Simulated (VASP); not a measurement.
# NbB2P3 (P6/mmm) in VASP: further runs

NbB2P3 is run at these levels: PBE; tasks: relaxation of cell and atoms, single point.

Everything below comes from runs of VASP 6.6.1. Logs are shortened: lines on timing, memory, paths and dates and some standing lists are left out, and cuts for length are marked.

### Step 1. The cell of the first run

The structure is hexagonal, space group P6/mmm (No. 191). Conventional cell: a = 5.667 Å, b = 5.667 Å, c = 3.088 Å, α = 90.00°, β = 90.00°, γ = 120.00°. Within 4.1 Å of Nb (site symmetry 6/mmm) lie 2 Nb at 3.09 Å and 12 P at 3.23 Å and 6 B at 3.27 Å. Within 3.1 Å of B (site symmetry -6m2) lie 6 P at 2.25 Å and 2 B at 3.09 Å. P (site symmetry mmm) has 4 B at 2.25 Å and 6 P at 2.83 to 3.09 Å within 3.1 Å.

The cell was generated, and may not be a known phase.

### Step 2. Relaxation of cell and atoms, PBE

File INCAR:

```
SYSTEM = NbB2P3
ALGO = Normal ; EDIFF = 1E-6
EDIFFG = -0.04 ; ENCUT = 600
GGA = PE ; IBRION = 2
ISIF = 3 ; ISMEAR = 0
LASPH = .TRUE. ; LCHARG = .FALSE.
LREAL = .FALSE. ; LWAVE = .FALSE.
NELM = 100 ; NSW = 90
PREC = Accurate ; SIGMA = 0.1
```

File KPOINTS:

```
k-points
0
G
  6 6 6
  0 0 0
```

File POSCAR:

```
NbB2P3
1.0
    5.6666151900      0.0000000000      0.0000000000
   -2.8333076000      4.9074327100      0.0000000000
    0.0000000000      0.0000000000      3.0883673900
Nb B P
1 2 3
Direct
    0.0000000000      0.0000000000      0.0000000000
    0.3333333300      0.6666666700      0.0000000000
    0.6666666700      0.3333333300      0.0000000000
    0.5000000000      0.0000000000      0.5000000000
    0.5000000000      0.5000000000      0.5000000000
    0.0000000000      0.5000000000      0.5000000000
```

Potentials or basis: VASP PAW PBE potentials, release 64 (Nb_sv, B, P).

Started as:

```sh
> cat potpaw_PBE.64/Nb_sv/POTCAR potpaw_PBE.64/B/POTCAR potpaw_PBE.64/P/POTCAR > POTCAR
> mpirun -np 1 vasp_std > vasp.out
```

OUTCAR:

```text
SYSTEM = NbB2P3
   EDIFF = 1E-6
   EDIFFG = -0.04
   ENCUT = 600
   GGA = PE
   IBRION = 2
   ISIF = 3
   ISMEAR = 0
   LASPH = .TRUE.
   LREAL = .FALSE.
   NELM = 100
   NSW = 90
   PREC = Accurate

 ion  position               nearest neighbor table
   1  0.000  0.000  0.000-
   2  0.333  0.667  0.000-   6 2.25   6 2.25   4 2.25   4 2.25   5 2.25   5 2.25
   3  0.667  0.333  0.000-   6 2.25   6 2.25   4 2.25   4 2.25   5 2.25   5 2.25
   4  0.500  0.000  0.500-   2 2.25   3 2.25   2 2.25   3 2.25   6 2.83   6 2.83   5 2.83   5 2.83

   5  0.500  0.500  0.500-   2 2.25   3 2.25   2 2.25   3 2.25   6 2.83   6 2.83   4 2.83   4 2.83

   6  0.000  0.500  0.500-   2 2.25   3 2.25   2 2.25   3 2.25   4 2.83   4 2.83   5 2.83   5 2.83

  LATTYP: Found a hexagonal cell.
 ALAT       =     5.6666151900
 C/A-ratio  =     0.5450109609

  Lattice vectors:

 A1 = (   5.6666151900,   0.0000000000,   0.0000000000)
 A2 = (  -2.8333076000,   4.9074327100,   0.0000000000)
 A3 = (   0.0000000000,   0.0000000000,   3.0883673900)

Analysis of symmetry for initial positions (statically):
=====================================================================
 Subroutine PRICEL returns:
 Original cell was already a primitive cell.

 Routine SETGRP: Setting up the symmetry group for a
 hexagonal supercell.

 Subroutine GETGRP returns: Found 24 space group operations
 (whereof 24 operations were pure point group operations)
 out of a pool of 24 trial point group operations.

The static configuration has the point symmetry D_6h.

Analysis of symmetry for dynamics (positions and initial velocities):
=====================================================================
 Subroutine PRICEL returns:
 Original cell was already a primitive cell.

 Routine SETGRP: Setting up the symmetry group for a
 hexagonal supercell.

 Subroutine GETGRP returns: Found 24 space group operations
 (whereof 24 operations were pure point group operations)
 out of a pool of 24 trial point group operations.

The dynamic configuration has the point symmetry D_6h.

 Subroutine INISYM returns: Found 24 space group operations
 (whereof 24 operations are pure point group operations),
 and found     1 'primitive' translations

----------------------------------------------------------------------------------------

                                     Primitive cell

  volume of cell :      85.8830

  direct lattice vectors                    reciprocal lattice vectors
     5.666615190  0.000000000  0.000000000     0.176472191  0.101886267  0.000000000
    -2.833307600  4.907432710  0.000000000     0.000000000  0.203772534  0.000000000
     0.000000000  0.000000000  3.088367390     0.000000000  0.000000000  0.323795674
[... 79 lines left out ...]
   ions per type =               1   2   3
   NGX,Y,Z   is equivalent  to a cutoff of  14.08, 14.08, 15.07 a.u.
   NGXF,Y,Z  is equivalent  to a cutoff of  28.16, 28.16, 30.14 a.u.
 SYSTEM =  NbB2P3
   PREC   = accura    normal or accurate (medium, high low for compatibility)
   ISTART =      0    job   : 0-new  1-cont  2-samecut
   ICHARG =      2    charge: 1-file 2-atom 10-const
   ISPIN  =      1    spin polarized calculation?
   LNONCOLLINEAR =      F non collinear calculations
   LSORBIT =      F    spin-orbit coupling
   LASPH  =      T    aspherical Exc in radial PAW
   ENCUT  =  600.0 eV  44.10 Ry    6.64 a.u.  11.32 11.32  6.17*2*pi/ulx,y,z
   NELM   =    100;   NELMIN=  2; NELMDL= -5     # of ELM steps
   EDIFF  = 0.1E-05   stopping-criterion for ELM
   LREAL  =      F    real-space projection
   EDIFFG = -.4E-01   stopping-criterion for IOM
   NSW    =     90    number of steps for IOM
   IBRION =      2    ionic relax: 0-MD 1-quasi-New 2-CG
   NFREE  =      1    steps in history (QN), initial steepest desc. (CG)
   ISIF   =      3    stress and relaxation
   ISYM   =      2    0-nonsym 1-usesym 2-fastsym
   POTIM  = 0.5000    time-step for ionic-motion
   TEBEG  =    0.0;   TEEND  =   0.0 temperature during run
   PSTRESS=    0.0 pullay stress
   NELECT =      34.0000    total number of electrons
   NUPDOWN=      -1.0000    fix difference up-down
   EMIN   =  10.00;   EMAX   =-10.00  energy-range for DOS
   EFERMI =   0.00;   METHOD = LEGACY
   ISMEAR =     0;   SIGMA  =   0.10  broadening in eV -4-tet -1-fermi 0-gaus
   EFERMI_NEDOS =   21; number of points for ismear=-14 and -15
   IALGO  =     38    algorithm
   IMIX   =      4    mixing-type and parameters
     AMIX     =   0.40;   BMIX     =  1.00
     AMIX_MAG =   1.60;   BMIX_MAG =  1.00
  volume/ion in A,a.u.               =      14.31        96.59
  Fermi-wavevector in a.u.,A,eV,Ry     =   1.202077  2.271595 19.660256  1.444988
  Thomas-Fermi vector in A             =   2.337868
   LORBIT       =      0    0 simple, 1 ext, 2 COOP (PROOUT), +10 PAW based schemes
   GGA     = PE    functional components
   LHFCALC =     F    Hartree Fock is set to
   AEXX    =    0.0000 exact exchange contribution
   IVDW    =     0    specifies the selected vdW correction
   LEPSILON=     F    determine dielectric tensor
   LRPA    =     F    only Hartree local field effects (RPA)
 conjugate gradient relaxation of ions
 non-spin polarized calculation
 Gauss-broadening in eV      SIGMA  =   0.10
  energy-cutoff  :      600.00
  volume of cell :       85.88
 maximum number of plane-waves:      2885
 NGX is ok and might be reduce to    48
   NGX = 23   NGY = 23   NGZ = 13

--------------------------------------- Ionic step        1  -------------------------------------------

 number of electron      34.0000001 magnetization

 Free energy of the ion-electron system (eV)
  ---------------------------------------------------
  ext. energy  EPLUGINS =         0.00000000
  ---------------------------------------------------
  free energy    TOTEN  =       -34.52366198 eV

  energy without entropy =      -34.50331103  energy(sigma->0) =      -34.51348650

 E-fermi :   8.4580     XC(G=0): -11.2208

 val. band max:        8.4475170581   @ k =   0.3333   0.0000   0.3333
 cond. band min:       8.4659809271   @ k =   0.5000   0.0000   0.5000
 fundamental gap:      0.0184638690
 Fermi energy:         8.4579895048

 k-point     1 :       0.0000    0.0000    0.0000
  band No.  band energies     occupation
      1     -47.6062      2.00000
      2     -23.6835      2.00000
      3     -23.6835      2.00000
      4     -23.2000      2.00000
      5      -6.6661      2.00000
      6      -2.4886      2.00000
[... 726 lines left out ...]
--------------------------------------- Ionic step        5  -------------------------------------------

 number of electron      33.9999998 magnetization

 Free energy of the ion-electron system (eV)
  ---------------------------------------------------
  ext. energy  EPLUGINS =         0.00000000
  ---------------------------------------------------
  free energy    TOTEN  =       -35.55766502 eV

  energy without entropy =      -35.55070459  energy(sigma->0) =      -35.55418480

 E-fermi :  11.2177     XC(G=0): -12.1228

 val. band max:       11.2165478338   @ k =   0.5000   0.0000   0.0000
 cond. band min:      11.3534442048   @ k =   0.3333   0.3333   0.5000
 fundamental gap:      0.1368963710
 Fermi energy:        11.2176960609

 k-point     1 :       0.0000    0.0000    0.0000
  band No.  band energies     occupation
      1     -44.7413      2.00000
      2     -20.8733      2.00000
      3     -20.8733      2.00000
      4     -20.2538      2.00000
      5      -5.9299      2.00000
      6      -0.7205      2.00000
[... 600 lines left out ...]
  FREE ENERGIE OF THE ION-ELECTRON SYSTEM (eV)
  ---------------------------------------------------
  free  energy   TOTEN  =       -35.5576650203 eV

  energy  without entropy=      -35.5507045880  energy(sigma->0) =      -35.55418480

 reached required accuracy - stopping structural energy minimisation
```

OSZICAR:

```text
N       E                     dE             d eps       ncg     rms          rms(c)
DAV:   1     0.230703310940E+03    0.23070E+03   -0.17512E+04  1176   0.167E+03
[... 55 lines left out ...]
DAV:   2    -0.355621686446E+02    0.10504E-01   -0.55562E-02  1785   0.182E+00    0.384E-01
DAV:   3    -0.355588814097E+02    0.32872E-02   -0.16477E-02  2030   0.679E-01    0.201E-01
DAV:   4    -0.355576264569E+02    0.12550E-02   -0.84301E-03  2254   0.627E-01    0.891E-02
DAV:   5    -0.355576223840E+02    0.40730E-05   -0.39754E-04  1610   0.151E-01    0.504E-02
DAV:   6    -0.355576575804E+02   -0.35196E-04   -0.85156E-05  2128   0.535E-02    0.165E-02
DAV:   7    -0.355576643446E+02   -0.67643E-05   -0.12730E-05  1977   0.246E-02    0.984E-03
DAV:   8    -0.355576650203E+02   -0.67569E-06   -0.36640E-06  1270   0.136E-02
   5 F= -.35557665E+02 E0= -.35554185E+02  d E =-.825961E-01
```

Wall time 4.2 min (1 thread of Intel Xeon Platinum 8259CL at 2.50GHz (Skylake/Cascade Lake), shared host); peak memory 0.29 GiB.

What came out:

```
Free energy                           : -35.5577 eV
Relaxed volume                        : 11.74 Å³/atom
Relaxed cell                          : a = 5.248 Å, b = 5.248 Å, c = 2.954 Å, α = 90.00°, β = 90.00°, γ = 120.00°
Space group after relaxing (to 0.1 Å) : P6/mmm (No. 191)
Energy gained by relaxing             : 172.3 meV/atom
Ionic steps                           : 5
Pressure after relaxing               : 0.1 GPa
Band gap on the k mesh                : zero (bands 17 and 18 overlap by 2.77 eV)
```

Step by step:
| step | energy change (eV) | largest force (eV/Å) | pressure (GPa) | volume (Å³) |
| --- | --- | --- | --- | --- |
| 1 | 0.0000 | 0.0000 | -18.86 | 85.88 |
| 2 | -0.7172 | 0.0000 | 13.48 | 66.59 |
| 3 | -0.9514 | 0.0000 | -0.79 | 72.14 |
| 4 | -1.0304 | 0.0000 | -0.18 | 70.87 |
| 5 | -1.0340 | 0.0000 | 0.12 | 70.47 |

Final structure:
```xyz
6
Lattice="5.2484 0.0000 0.0000 -2.6242 4.5452 0.0000 0.0000 0.0000 2.9540" Properties=species:S:1:pos:R:3 pbc="T T T"
Nb    0.0000    0.0000    0.0000
B     0.0000    3.0302    0.0000
B     2.6242    1.5151    0.0000
P     2.6242    0.0000    1.4770
P     1.3121    2.2726    1.4770
P    -1.3121    2.2726    1.4770
```

Levels at points of the mesh, in eV from the Fermi level:
| k point | band 15 | band 16 | band 17 | band 18 | band 19 | band 20 |
| --- | --- | --- | --- | --- | --- | --- |
| (0.00, 0.00, 0.00) | 0.26 | 0.26 | 1.03 | 1.03 | 1.10 | 1.10 |
| (0.50, 0.00, 0.00) | -2.26 | 0.00 | 0.30 | 0.46 | 1.21 | 1.77 |
| (0.00, 0.00, 0.50) | -1.68 | -1.68 | 0.43 | 1.14 | 1.14 | 1.39 |
| (0.50, 0.00, 0.50) | -2.03 | -1.78 | -1.45 | -1.27 | -0.56 | -0.02 |

Caveat: the volume moved by over 15 % at a fixed basis, so the end points are rough.

### Step 3. Single point, PBE, collinear spin

This run uses another cell than the first one, of 11.79 Å³/atom.

File INCAR:

```
ALGO     = Normal         # electronic algorithm
EDIFF    = 1E-6           # SCF threshold, eV
ENCUT    = 520            # plane-wave cutoff, eV
GGA      = PE             # functional
ISIF     = 2              # what is computed and relaxed
ISMEAR   = 0              # smearing method
ISPIN    = 2              # spin polarisation
LASPH    = True           # aspherical terms in the spheres
LCHARG   = True           # write CHGCAR
LELF     = True           # ELF
LMAXMIX  = 4              # l up to which the mixer works
LORBIT   = 11             # projections on sites
LREAL    = False          # projectors in reciprocal space
LVHAR    = True         
LWAVE    = False          # write WAVECAR
MAGMOM   = 1 0 0 0 0 0    # initial moments
NBANDS   = 30             # bands
NELM     = 150            # most SCF steps
PREC     = Accurate       # precision mode
SIGMA    = 0.1            # smearing width, eV
```

File KPOINTS:

```
k-points
0
Gamma
  6 6 6
```

File POSCAR:

```
NbB2P3
1.0
    5.2599246011      0.0000000000      0.0000000000
   -2.6299623005      4.5552283265      0.0000000000
    0.0000000000      0.0000000000      2.9523979581
Nb B P
1 2 3
Direct
    0.0000000000      0.0000000000      0.0000000000
    0.3333333333      0.6666666667      0.0000000000
    0.6666666667      0.3333333333      0.0000000000
    0.5000000000      0.0000000000      0.5000000000
    0.5000000000      0.5000000000      0.5000000000
    0.0000000000      0.5000000000      0.5000000000
```

Potentials or basis: VASP PAW PBE potentials, release 64 (Nb_sv, B, P).

Started as:

```sh
> cat potpaw_PBE.64/Nb_sv/POTCAR potpaw_PBE.64/B/POTCAR potpaw_PBE.64/P/POTCAR > POTCAR
> mpirun -np 1 vasp_std > vasp.out
```

It took 2.2 min on 1 thread of Intel Xeon Platinum 8259CL at 2.50GHz (Skylake/Cascade Lake), shared host; peak memory 0.27 GiB.

Results (log left out):

* Free energy: -35.5524 eV
* Pressure: -0.4 GPa
* Band gap on the k mesh: zero (filled and empty bands overlap)
* Net moment: 0.00 μB per cell
* Valence electrons inside the program's atomic spheres: Nb 10.49; B 1.83; P 2.39

Levels at points of the mesh, in eV from the Fermi level:
Spin up:
| k point | band 14 | band 15 | band 16 | band 17 | band 18 | band 19 | band 20 | band 21 |
| --- | --- | --- | --- | --- | --- | --- | --- | --- |
| (0.00, 0.00, 0.00) | -0.22 | 0.25 | 0.25 | 1.00 | 1.00 | 1.11 | 1.11 | 1.83 |
| (0.50, 0.00, 0.00) | -2.44 | -2.21 | -0.03 | 0.29 | 0.49 | 1.24 | 1.78 | 2.97 |
| (0.00, 0.00, 0.50) | -6.02 | -1.67 | -1.67 | 0.45 | 1.13 | 1.13 | 1.37 | 1.37 |
| (0.50, 0.00, 0.50) | -2.92 | -2.01 | -1.76 | -1.46 | -1.27 | -0.57 | -0.02 | 1.73 |
Spin down:
| k point | band 13 | band 14 | band 15 | band 16 | band 17 | band 18 | band 19 | band 20 | band 21 | band 22 |
| --- | --- | --- | --- | --- | --- | --- | --- | --- | --- | --- |
| (0.00, 0.00, 0.00) | -0.33 | -0.22 | 0.25 | 0.25 | 1.00 | 1.00 | 1.11 | 1.11 | 1.83 | 2.02 |
| (0.50, 0.00, 0.00) | -3.06 | -2.44 | -2.21 | -0.03 | 0.29 | 0.49 | 1.24 | 1.78 | 2.97 | 3.01 |
| (0.00, 0.00, 0.50) | -6.02 | -6.02 | -1.67 | -1.67 | 0.45 | 1.13 | 1.13 | 1.37 | 1.37 | 1.99 |
| (0.50, 0.00, 0.50) | -3.38 | -2.92 | -2.01 | -1.76 | -1.46 | -1.27 | -0.57 | -0.02 | 1.73 | 2.16 |

[end of part 1 of 2]

The gap in the log of VASP goes by the Fermi energy; the results here count the filled bands.